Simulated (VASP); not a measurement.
The system is Ta3Ga.

```xyz
4
Lattice="4.0428 0.0000 0.0000 0.0000 4.0428 0.0000 0.0000 0.0000 4.0428" Properties=species:S:1:pos:R:3 pbc="T T T"
Ta    0.0000    2.0214    2.0214
Ta    2.0214    0.0000    2.0214
Ta    2.0214    2.0214    0.0000
Ga    0.0000    0.0000    0.0000
```

* Program: VASP 6.6.1
* Task: relaxation of cell and atoms
* Functional: PBE
* Potentials or basis: VASP PAW PBE potentials, release 64 (Ta_pv, Ga_d)
* Cutoff: 600 eV
* k mesh: 4 × 4 × 4
* Occupations: gaussian, width 0.1 eV
* Spin: no spin polarisation

At the start: pressure 12.0 GPa; volume 16.52 Å³/atom.

Task: Where does the relaxation end?

Result: Over 4 steps the energy falls by 36.4 meV/atom and the volume is 17.54 Å³/atom (+6.2 %); space group Pm-3m (No. 221, to 0.1 Å) before and after.

Step by step:
| step | energy change (eV) | largest force (eV/Å) | pressure (GPa) | volume (Å³) |
| --- | --- | --- | --- | --- |
| 1 | 0.0000 | 0.0000 | 12.01 | 66.08 |
| 2 | 0.3282 | 0.0000 | -16.23 | 78.64 |
| 3 | -0.1453 | 0.0000 | -0.41 | 70.30 |
| 4 | -0.1455 | 0.0000 | 0.12 | 70.15 |

Final structure:
```cif
data_structure
_symmetry_space_group_name_H-M 'P 1'
_symmetry_Int_Tables_number 1
_cell_length_a 4.1242
_cell_length_b 4.1242
_cell_length_c 4.1242
_cell_angle_alpha 90.000
_cell_angle_beta 90.000
_cell_angle_gamma 90.000
_cell_volume 70.15
loop_
_atom_site_label
_atom_site_type_symbol
_atom_site_fract_x
_atom_site_fract_y
_atom_site_fract_z
_atom_site_occupancy
Ta1 Ta 0.00000 0.50000 0.50000 1
Ta2 Ta 0.50000 0.00000 0.50000 1
Ta3 Ta 0.50000 0.50000 0.00000 1
Ga1 Ga 0.00000 0.00000 0.00000 1
```

Caveat: the k points lie up to 0.38 Å⁻¹ apart in the final cell, too coarse for converged energies and pressures of a metal.
